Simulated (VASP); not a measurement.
# Sc (Pm-3m) in VASP: a series of runs

Sc is run at these levels: LDA; tasks: single point.

Everything below comes from runs of VASP 6.6.1. Logs are shortened: lines on timing, memory, paths and dates and some standing lists are left out, and cuts for length are marked.

**1. The cell of the first run**

Symmetry: Pm-3m, No. 221, cubic system. The conventional cell has a = 2.695 Å, b = 2.695 Å, c = 2.695 Å, α = 90.00°, β = 90.00°, γ = 90.00°. Sc (site symmetry m-3m) has 6 Sc at 2.70 Å within 3.6 Å.

**2. Single point, LDA (volume scaled by 0.85)**

The input, INCAR:

```
PREC = Accurate
ENCUT = 520
EDIFF = 1E-6
ISMEAR = -1
SIGMA = 0.05
LREAL = False
LASPH = True
NELM = 80
ALGO = Normal
ISIF = 2
LWAVE = False
LCHARG = True
LELF = True
LVHAR = True
NBANDS = 12
```

The input, KPOINTS:

```
Automatic mesh
0
Gamma
  15 15 15
```

The input, POSCAR:

```
Sc
1.0
    2.6952760472      0.0000000000      0.0000000000
    0.0000000000      2.6952760472      0.0000000000
    0.0000000000      0.0000000000      2.6952760472
Sc
1
Direct
    0.0000000000      0.0000000000      0.0000000000
```

Potentials or basis: VASP PAW LDA potentials, release 64 (Sc_sv).

Started as:

```
> cat potpaw_LDA.64/Sc_sv/POTCAR > POTCAR
> mpirun -np 1 vasp_std > vasp.out
```

OUTCAR:

```text
PREC = Accurate
   ENCUT = 520
   EDIFF = 1E-6
   ISMEAR = -1
   LREAL = False
   LASPH = True
   NELM = 80
   ISIF = 2

 ion  position               nearest neighbor table
   1  0.000  0.000  0.000-

  LATTYP: Found a simple cubic cell.
 ALAT       =     2.6952760472

  Lattice vectors:

 A1 = (   2.6952760472,   0.0000000000,   0.0000000000)
 A2 = (   0.0000000000,   2.6952760472,   0.0000000000)
 A3 = (   0.0000000000,   0.0000000000,   2.6952760472)

Analysis of symmetry for initial positions (statically):
=====================================================================
 Subroutine PRICEL returns:
 Original cell was already a primitive cell.

 Routine SETGRP: Setting up the symmetry group for a
 simple cubic supercell.

 Subroutine GETGRP returns: Found 48 space group operations
 (whereof 48 operations were pure point group operations)
 out of a pool of 48 trial point group operations.

The static configuration has the point symmetry O_h .

Analysis of symmetry for dynamics (positions and initial velocities):
=====================================================================
 Subroutine PRICEL returns:
 Original cell was already a primitive cell.

 Routine SETGRP: Setting up the symmetry group for a
 simple cubic supercell.

 Subroutine GETGRP returns: Found 48 space group operations
 (whereof 48 operations were pure point group operations)
 out of a pool of 48 trial point group operations.

The dynamic configuration has the point symmetry O_h .

 Subroutine INISYM returns: Found 48 space group operations
 (whereof 48 operations are pure point group operations),
 and found     1 'primitive' translations

----------------------------------------------------------------------------------------

                                     Primitive cell

  volume of cell :      19.5799

  direct lattice vectors                    reciprocal lattice vectors
     2.695276047  0.000000000  0.000000000     0.371019511  0.000000000  0.000000000
     0.000000000  2.695276047  0.000000000     0.000000000  0.371019511  0.000000000
     0.000000000  0.000000000  2.695276047     0.000000000  0.000000000  0.371019511

  length of vectors
     2.695276047  2.695276047  2.695276047     0.371019511  0.371019511  0.371019511

  position of ions in fractional coordinates (direct lattice)
     0.000000000  0.000000000  0.000000000

  ion indices of the primitive-cell ions
   primitive index   ion index
                 1           1

----------------------------------------------------------------------------------------

 KPOINTS: Automatic mesh

Automatic generation of k-mesh.
 Grid dimensions read from file:
 generate k-points for:   15   15   15

 Generating k-lattice:

  Cartesian coordinates                     Fractional coordinates (reciprocal lattice)
     0.024734634  0.000000000  0.000000000     0.066666667  0.000000000  0.000000000
     0.000000000  0.024734634  0.000000000     0.000000000  0.066666667  0.000000000
     0.000000000  0.000000000  0.024734634     0.000000000  0.000000000  0.066666667

  Length of vectors
     0.024734634  0.024734634  0.024734634

  Shift w.r.t. Gamma in fractional coordinates (k-lattice)
     0.000000000  0.000000000  0.000000000

 Subroutine IBZKPT returns following result:
 ===========================================

 Found    120 irreducible k-points:

 Following reciprocal coordinates:
            Coordinates               Weight
  0.000000  0.000000  0.000000      1.000000
  0.066667  0.000000  0.000000      6.000000
  0.133333  0.000000  0.000000      6.000000
  0.200000  0.000000  0.000000      6.000000
  0.266667  0.000000  0.000000      6.000000
  0.333333  0.000000  0.000000      6.000000
[... 16 lines left out ...]
  0.266667  0.200000  0.000000     24.000000
  0.333333  0.200000  0.000000     24.000000
 [... further k-points ...]
   k-points           NKPTS =    120   k-points in BZ     NKDIM =    120   number of bands    NBANDS=     12
   number of dos      NEDOS =    301   number of ions     NIONS =      1
   total plane-waves  NPLWV =   8000
   dimension x,y,z NGX =    20 NGY =   20 NGZ =   20
   dimension x,y,z NGXF=    40 NGYF=   40 NGZF=   40
   ions per type =               1
   NGX,Y,Z   is equivalent  to a cutoff of  12.34, 12.34, 12.34 a.u.
   NGXF,Y,Z  is equivalent  to a cutoff of  24.67, 24.67, 24.67 a.u.
 SYSTEM =  unknown system
   PREC   = accura    normal or accurate (medium, high low for compatibility)
   ISTART =      0    job   : 0-new  1-cont  2-samecut
   ICHARG =      2    charge: 1-file 2-atom 10-const
   ISPIN  =      1    spin polarized calculation?
   LNONCOLLINEAR =      F non collinear calculations
   LSORBIT =      F    spin-orbit coupling
   LASPH  =      T    aspherical Exc in radial PAW
   ENCUT  =  520.0 eV  38.22 Ry    6.18 a.u.   5.01  5.01  5.01*2*pi/ulx,y,z
   NELM   =     80;   NELMIN=  2; NELMDL= -5     # of ELM steps
   EDIFF  = 0.1E-05   stopping-criterion for ELM
   LREAL  =      F    real-space projection
   EDIFFG = 0.1E-04   stopping-criterion for IOM
   NSW    =      0    number of steps for IOM
   IBRION =     -1    ionic relax: 0-MD 1-quasi-New 2-CG
   NFREE  =      0    steps in history (QN), initial steepest desc. (CG)
   ISIF   =      2    stress and relaxation
   ISYM   =      2    0-nonsym 1-usesym 2-fastsym
   POTIM  = 0.5000    time-step for ionic-motion
   TEBEG  =    0.0;   TEEND  =   0.0 temperature during run
   PSTRESS=    0.0 pullay stress
   NELECT =      11.0000    total number of electrons
   NUPDOWN=      -1.0000    fix difference up-down
   EMIN   =  10.00;   EMAX   =-10.00  energy-range for DOS
   EFERMI =   0.00;   METHOD = LEGACY
   ISMEAR =    -1;   SIGMA  =   0.05  broadening in eV -4-tet -1-fermi 0-gaus
   EFERMI_NEDOS =   21; number of points for ismear=-14 and -15
   IALGO  =     38    algorithm
   IMIX   =      4    mixing-type and parameters
     AMIX     =   0.40;   BMIX     =  1.00
     AMIX_MAG =   1.60;   BMIX_MAG =  1.00
  volume/ion in A,a.u.               =      19.58       132.13
  Fermi-wavevector in a.u.,A,eV,Ry     =   1.350836  2.552709 24.827321  1.824757
  Thomas-Fermi vector in A             =   2.478307
   LORBIT       =      0    0 simple, 1 ext, 2 COOP (PROOUT), +10 PAW based schemes
   GGA     = CA    functional components
   LHFCALC =     F    Hartree Fock is set to
   AEXX    =    0.0000 exact exchange contribution
   IVDW    =     0    specifies the selected vdW correction
   LEPSILON=     F    determine dielectric tensor
   LRPA    =     F    only Hartree local field effects (RPA)
 non-spin polarized calculation
  energy-cutoff  :      520.00
  volume of cell :       19.58
 maximum number of plane-waves:       540
   NGX = 11   NGY = 11   NGZ = 11

 number of electron      11.0000003 magnetization

 Free energy of the ion-electron system (eV)
  ---------------------------------------------------
  ext. energy  EPLUGINS =         0.00000000
  ---------------------------------------------------
  free energy    TOTEN  =        -5.91220450 eV

  energy without entropy =       -5.89298809  energy(sigma->0) =       -5.90259630

 E-fermi :   5.0221     XC(G=0): -11.0625

 val. band max:        5.0204021272   @ k =   0.2000   0.1333   0.1333
 cond. band min:       5.0483581369   @ k =   0.3333   0.3333   0.0667
 fundamental gap:      0.0279560096
 Fermi energy:         5.0220944554

 k-point     1 :       0.0000    0.0000    0.0000
  band No.  band energies     occupation
      1     -43.5897      2.00000
      2     -21.9277      2.00000
      3     -21.9277      2.00000
      4     -21.9277      2.00000
      5      -0.3157      2.00000
      6       4.1290      2.00000
      7       4.1290      2.00000
      8      10.1162      0.00000
      9      10.1162      0.00000
     10      10.1162      0.00000
     11      20.1298      0.00000
     12      20.1298      0.00000

 k-point     2 :       0.0667    0.0000    0.0000
  band No.  band energies     occupation
      1     -43.5815      2.00000
      2     -21.9853      2.00000
      3     -21.9229      2.00000
      4     -21.9229      2.00000
      5      -0.1976      2.00000
      6       4.1616      2.00000
      7       4.2252      2.00000
      8       9.9892      0.00000
      9       9.9892      0.00000
     10      10.1252      0.00000
     11      19.3452      0.00000
     12      20.3324      0.00000

 k-point     3 :       0.1333    0.0000    0.0000
  band No.  band energies     occupation
      1     -43.5583      2.00000
      2     -22.1458      2.00000
      3     -21.9090      2.00000
      4     -21.9090      2.00000
      5       0.1424      2.00000
      6       4.2553      2.00000
      7       4.4959      1.99995
      8       9.6505      0.00000
      9       9.6505      0.00000
     10      10.1508      0.00000
     11      17.8131      0.00000
     12      20.8997      0.00000

 k-point     4 :       0.2000    0.0000    0.0000
  band No.  band energies     occupation
      1     -43.5239      2.00000
      2     -22.3765      2.00000
      3     -21.8886      2.00000
      4     -21.8886      2.00000
      5       0.6667      2.00000
      6       4.3978      1.99999
      7       4.8810      1.88768
      8       9.1960      0.00000
      9       9.1960      0.00000
     10      10.1888      0.00000
     11      16.2633      0.00000
     12      21.7409      0.00000

 k-point     5 :       0.2667    0.0000    0.0000
  band No.  band energies     occupation
      1     -43.4841      2.00000
      2     -22.6337      2.00000
      3     -21.8650      2.00000
      4     -21.8650      2.00000
      5       1.3271      2.00000
      6       4.5686      1.99977
      7       5.2633      0.01595
      8       8.7243      0.00000
      9       8.7243      0.00000
     10      10.2329      0.00000
     11      14.9617      0.00000
     12      22.3293      0.00000

 k-point     6 :       0.3333    0.0000    0.0000
  band No.  band energies     occupation
      1     -43.4456      2.00000
      2     -22.8727      2.00000
      3     -21.8423      2.00000
      4     -21.8423      2.00000
      5       2.0710      2.00000
      6       4.7399      1.99294
      7       5.4761      0.00023
      8       8.3119      0.00000
      9       8.3119      0.00000
     10      10.2754      0.00000
     11      14.0542      0.00000
     12      21.5068      0.00000

 k-point     7 :       0.4000    0.0000    0.0000
  band No.  band energies     occupation
      1     -43.4153      2.00000
      2     -23.0550      2.00000
      3     -21.8245      2.00000
      4     -21.8245      2.00000
      5       2.8268      2.00000
      6       4.8798      1.89013
      7       5.3938      0.00118
      8       8.0109      0.00000
      9       8.0109      0.00000
     10      10.3089      0.00000
     11      13.5862      0.00000
     12      20.8996      0.00000

 k-point     8 :       0.4667    0.0000    0.0000
  band No.  band energies     occupation
      1     -43.3987      2.00000
      2     -23.1533      2.00000
      3     -21.8147      2.00000
      4     -21.8147      2.00000
      5       3.4239      2.00000
      6       4.9588      1.55980
      7       5.1189      0.25211
      8       7.8530      0.00000
      9       7.8530      0.00000
     10      10.3274      0.00000
     11      13.4381      0.00000
     12      20.5780      0.00000
[... 166 lines left out ...]
 k-point    20 :       0.4000    0.1333    0.0000
  band No.  band energies     occupation
      1     -43.3855      2.00000
      2     -23.0233      2.00000
      3     -22.0271      2.00000
      4     -21.8070      2.00000
      5       3.1295      2.00000
      6       4.9642      1.52208
      7       5.4298      0.00057
      8       8.0898      0.00000
      9       8.2028      0.00000
     10       9.9243      0.00000
     11      13.6903      0.00000
     12      20.4693      0.00000

 k-point    21 :       0.4667    0.1333    0.0000
  band No.  band energies     occupation
      1     -43.3690      2.00000
      2     -23.1204      2.00000
      3     -22.0159      2.00000
      4     -21.7974      2.00000
      5       3.8133      2.00000
      6       4.5996      1.99957
      7       5.3706      0.00188
      8       7.9353      0.00000
      9       8.2932      0.00000
     10       9.9480      0.00000
     11      13.3954      0.00000
     12      20.4898      0.00000

 k-point    22 :       0.2000    0.2000    0.0000
  band No.  band energies     occupation
      1     -43.4593      2.00000
      2     -22.3484      2.00000
      3     -22.3029      2.00000
      4     -21.8504      2.00000
      5       1.5397      2.00000
      6       4.8184      1.96653
      7       5.5122      0.00011
      8       8.2026      0.00000
      9       9.1865      0.00000
     10       9.4629      0.00000
     11      16.9315      0.00000
     12      17.8600      0.00000

 k-point    23 :       0.2667    0.2000    0.0000
  band No.  band energies     occupation
      1     -43.4202      2.00000
      2     -22.5785      2.00000
      3     -22.2930      2.00000
      4     -21.8274      2.00000
      5       2.0941      2.00000
      6       4.9309      1.72203
      7       5.9135      0.00000
      8       7.9025      0.00000
      9       8.8396      0.00000
     10       9.4343      0.00000
     11      15.7536      0.00000
     12      18.2560      0.00000

 k-point    24 :       0.3333    0.2000    0.0000
  band No.  band energies     occupation
      1     -43.3825      2.00000
      2     -22.8108      2.00000
      3     -22.2647      2.00000
      4     -21.8053      2.00000
      5       2.6916      2.00000
      6       4.9494      1.62094
      7       6.0580      0.00000
      8       8.0157      0.00000
      9       8.4614      0.00000
     10       9.4873      0.00000
     11      14.5969      0.00000
     12      18.9098      0.00000

 [... further k-points ...]
[... 5 lines left out ...]
  --------------------------------------------------------------------------------------
  -------------------------------------------------------------------------------------
  Total        1.0526447      1.0526447      1.0526447     -0.0000000     -0.0000000      0.0000000
  in kB       86.1355871     86.1355871     86.1355871     -0.0000000     -0.0000000      0.0000000
  external PRESSURE =      86.1355871 kB  Pullay stress =       0.0000000 kB

 VOLUME and BASIS-vectors are now :
 -----------------------------------------------------------------------------
  energy-cutoff  :      520.00
  volume of cell :       19.58
      direct lattice vectors                 reciprocal lattice vectors
     2.695276047  0.000000000  0.000000000     0.371019511  0.000000000  0.000000000
     0.000000000  2.695276047  0.000000000     0.000000000  0.371019511  0.000000000
     0.000000000  0.000000000  2.695276047     0.000000000  0.000000000  0.371019511

 POSITION                                       TOTAL-FORCE (eV/Angst)
 -----------------------------------------------------------------------------------
      0.00000      0.00000      0.00000         0.000000      0.000000      0.000000
 -----------------------------------------------------------------------------------
    total drift:                               -0.000000      0.000000      0.000000

  FREE ENERGIE OF THE ION-ELECTRON SYSTEM (eV)
  ---------------------------------------------------
  free  energy   TOTEN  =        -5.9122045035 eV

  energy  without entropy=       -5.8929880945  energy(sigma->0) =       -5.90259630
```

Run time: 10 s. Hardware: 1 thread of Intel Xeon Platinum 8375C at 2.90GHz (Ice Lake), shared host; peak memory 0.13 GiB.

Results:

- Free energy: -5.9122 eV
- Pressure: 8.6 GPa

[end of part 1 of 2]
